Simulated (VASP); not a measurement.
Here is a VASP 6.6.1 calculation.

Contents of INCAR:

```
PREC = Accurate ; ENCUT = 600
EDIFF = 1E-6 ; ISMEAR = -1
SIGMA = 0.1 ; LREAL = False
LASPH = True ; NELM = 200
ALGO = Normal ; ISIF = 2
LWAVE = False ; LCHARG = True
ISPIN = 2 ; MAGMOM = 2.367
LORBIT = 11 ; LMAXMIX = 4
GGA = PE ; LELF = True
LVHAR = True ; NBANDS = 14
GGA_COMPAT = False
```

KPOINTS

```
Automatic mesh
0
Gamma
  7 7 7
```

The input POSCAR:

```
Fe
1.0
    2.3713437598      0.0000000000      0.0000000000
    0.0000000000      2.3713437598      0.0000000000
    0.0000000000      0.0000000000      2.3713437598
Fe
1
Direct
    0.0000000000      0.0000000000      0.0000000000
```

Potentials or basis: VASP PAW PBE potentials, release 64 (Fe).

Command:

```bash
$ cat potpaw_PBE.64/Fe/POTCAR > POTCAR
$ mpirun -np 1 vasp_std > vasp.out
```

**Question.** Predict the site moments.

**Answer.** Fe +2.39 μB.

**Question.** Estimate the net moment.

**Answer.** 2.41 μB per cell.

**Question.** Estimate the pressure.

**Answer.** -0.6 GPa.

Caveat: the k points lie up to 0.38 Å⁻¹ apart.
